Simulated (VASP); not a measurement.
A run of VASP 6.6.1 is set up as follows.

The input INCAR:

```
PREC = Accurate
ENCUT = 520
EDIFF = 1E-7
ISMEAR = 0
SIGMA = 0.15
LREAL = F
LASPH = T
NELM = 60
ALGO = Normal
ISIF = 2
LWAVE = F
LCHARG = T
GGA = CA
LELF = T
LVHAR = T
NBANDS = 16
```

The input KPOINTS:

```
Automatic mesh
0
Gamma
  16 16 16
```

File POSCAR:

```
GaSb
1.0
   -2.7351500000      2.7351500000      1.5643000000
    2.7351500000     -2.7351500000      1.5643000000
    2.7351500000      2.7351500000     -1.5643000000
Ga Sb
1 1
Direct
    0.2500000000      0.7500000000      0.5000000000
    0.0000000000      0.0000000000      0.0000000000
```

Potentials or basis: VASP PAW LDA potentials, release 64 (Ga_d, Sb).

Command:

```sh
$ cat potpaw_LDA.64/Ga_d/POTCAR potpaw_LDA.64/Sb/POTCAR > POTCAR
$ mpirun -np 1 vasp_std > vasp.out
```

Problem. What does it give for the pressure?

Solution. -2.7 GPa.

Problem. What does it give for the band gap on the k mesh?

Solution. Zero (bands 9 and 10 overlap by 4.78 eV).

Stress tensor (GPa, compression positive):
```
-2.80  0.00  0.00
 0.00 -2.80  0.00
 0.00  0.00 -2.56
```

Caveat: spin-orbit coupling is left out, which moves the levels of the heavy elements.
